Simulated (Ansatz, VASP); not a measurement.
**One calculation of CaSe, two programs**

```
CELL_PARAMETERS angstrom
0.00000 3.27951 3.27951
3.27951 0.00000 3.27951
3.27951 3.27951 0.00000
ATOMIC_POSITIONS crystal
Ca 0.00000 0.00000 0.00000
Se 0.25000 0.25000 0.25000
```

Alike in both runs: task single point; functional r2SCAN; k mesh 6 × 6 × 6; occupations gaussian, width 0.05 eV; no spin polarisation.

|  | VASP | Ansatz |
| --- | --- | --- |
| version | VASP 6.6.1 | Ansatz 0.2.0 |
| potentials or method | VASP PAW PBE potentials, release 64 (Ca_sv, Se), cutoff 520 eV | scalar-relativistic, plane waves, PAW |
| valence electrons in the cell | 16 | 26 |

Ansatz gave:

| Quantity | Value |
| --- | --- |
| pressure (GPa) | 0.0 |

Question: What did VASP give for the same quantities?

Answer: Pressure (GPa): 0.2.

VASP's potentials were made for PBE, not for r2SCAN. VASP's potentials hold 16 valence electrons a cell and Ansatz's 26, so a difference there can come from the potentials and not from the codes.
